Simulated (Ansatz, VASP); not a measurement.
## InSb: VASP beside Ansatz

The input INCAR:

```
  PREC = Accurate
  ENCUT = 520
  EDIFF = 1E-8
  ISMEAR = -1
  SIGMA = 0.08
  LREAL = False
  LASPH = True
  NELM = 100
  ALGO = Normal
  ISIF = 2
  LWAVE = False
  LCHARG = False
  GGA = PE
  LEFG = True
  NBANDS = 26
```

File KPOINTS:

```
regular mesh
0
Gamma
  6 6 11
```

File POSCAR:

```
InSb
1.0
    5.3570000000      0.0000000000      0.0000000000
    0.0000000000      5.7120000000      0.0000000000
    0.0000000000      0.0000000000      3.0017400000
In Sb
2 2
Direct
    0.0000000000      0.0000000000      0.0000000000
    0.5000000000      0.5000000000      0.0000000000
    0.5000000000      0.0000000000      0.8350000000
    0.0000000000      0.5000000000      0.1650000000
```

Input for Ansatz:

```yaml
crystal:
  lattice:
    - [5.357, 0.0, 0.0]
    - [0.0, 5.712, 0.0]
    - [0.0, 0.0, 3.00174]
  atoms:
    - { symbol: In, position: [0.0, 0.0, 0.0] }
    - { symbol: In, position: [0.5, 0.5, 0.0] }
    - { symbol: Sb, position: [0.5, 0.0, 0.835] }
    - { symbol: Sb, position: [0.0, 0.5, 0.165] }
kpoints:
  mp_grid: { grid: [6, 6, 11] }
scf:
  occupations: { method: fermi_dirac, width: 0.08 }
hamiltonian:
  xc: pbe
  pseudopotentials: { kind: paw }
output:
  forces: true
  stress: true
  eigenvalues: true
  efg: { contact_densities: true }
```

Change from the starting cell: zz strain of -2 %, PAW files.

Alike in both runs: task electric field gradients; functional PBE; k mesh 6 × 6 × 11; occupations fermi-dirac, width 0.08 eV; no spin polarisation.

```csv
,VASP,Ansatz
version,VASP 6.6.1,Ansatz 0.2.0
potentials or method,"VASP PAW PBE potentials, release 64 (In_d, Sb)","PAW with Ansatz's default frozen-core files, scalar-relativistic"
plane-wave cutoff (eV),520,420
valence electrons in the cell,36,56
```

```csv
,VASP,Ansatz,Ansatz less VASP
pressure (GPa),20.0,20.0,-0.03
"traceless stress, the component that is largest in VASP (GPa)",11.42,11.46,+0.041
rms of the force components (eV/Å),0.308,0.309,+0.0001
size of Vzz on the site where it differs most (V/Å²),74.7,66.7,-7.99
```

Atom by atom the forces differ by 0.001 eV/Å (rms over components). VASP's potentials hold 36 valence electrons a cell and Ansatz's 56, so a difference there can come from the potentials and not from the codes.

Spin-orbit coupling is off throughout.
